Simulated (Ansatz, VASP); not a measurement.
## One calculation of FeO, two programs

```
CELL_PARAMETERS angstrom
0.00000 2.15540 2.15540
2.15540 0.00000 2.15540
2.15540 2.15540 0.00000
ATOMIC_POSITIONS crystal
Fe 0.00000 0.00000 0.00000
O 0.50000 0.50000 0.50000
```

Alike in both runs: task single point; functional PBE; k mesh 8 × 8 × 8; occupations gaussian, width 0.05 eV; no spin polarisation; Hubbard terms Fe d U = 5.0 eV.

|  | VASP | Ansatz |
| --- | --- | --- |
| version | VASP 6.6.1 | Ansatz 0.2.0 |
| potentials or method | VASP PAW PBE potentials, release 64 (Fe, O), cutoff 600 eV | all-electron LAPW, scalar-relativistic |

```csv
,VASP,Ansatz,Ansatz less VASP
gap on the k mesh at the Fermi level (eV),2.90,2.99,+0.090
least direct gap on the mesh (eV),3.28,3.38,+0.102
pressure (GPa),-17.1,-17.3,-0.20
```

The programs project onto different local orbitals, so the same U acts differently, and such runs can settle in different states. Ansatz ran all-electron here, and VASP with PAW potentials.

Noted on Ansatz's run: U is the effective U less J, on atomic orbitals that reach past the spheres.
